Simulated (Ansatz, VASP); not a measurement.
## Two plane-wave programs on Ir

```
CELL_PARAMETERS angstrom
2.73697 0.00000 0.00000
-1.36849 2.37029 0.00000
0.00000 0.00000 19.46945
ATOMIC_POSITIONS crystal
Ir 0.66667 0.33333 0.38522
Ir 0.33333 0.66667 0.50000
Ir 0.00000 0.00000 0.61478
```

Alike in both runs: task single point; functional PBE; k mesh 15 × 15 × 1; occupations gaussian, width 0.1 eV; no spin polarisation.

|  | VASP | Ansatz |
| --- | --- | --- |
| version | VASP 6.6.1 | Ansatz 0.2.0 |
| potentials or method | VASP PAW PBE potentials, release 64 (Ir), cutoff 400 eV | scalar-relativistic, plane waves, PAW |
| valence electrons in the cell | 27 | 51 |

```tsv
	VASP	Ansatz	Ansatz less VASP
gap on the k mesh at the Fermi level (eV)	none	none	-
rms of the force components (eV/Å)	0.303	0.316	+0.0137
```

Atom by atom the forces differ by 0.014 eV/Å (rms over components). A gap of «none» marks a metal or a gap that the smearing closes. VASP's potentials hold 27 valence electrons a cell and Ansatz's 51, so a difference there can come from the potentials and not from the codes. Ansatz's warnings: xc potential rough in thin density.

Neither program's run includes spin-orbit coupling.
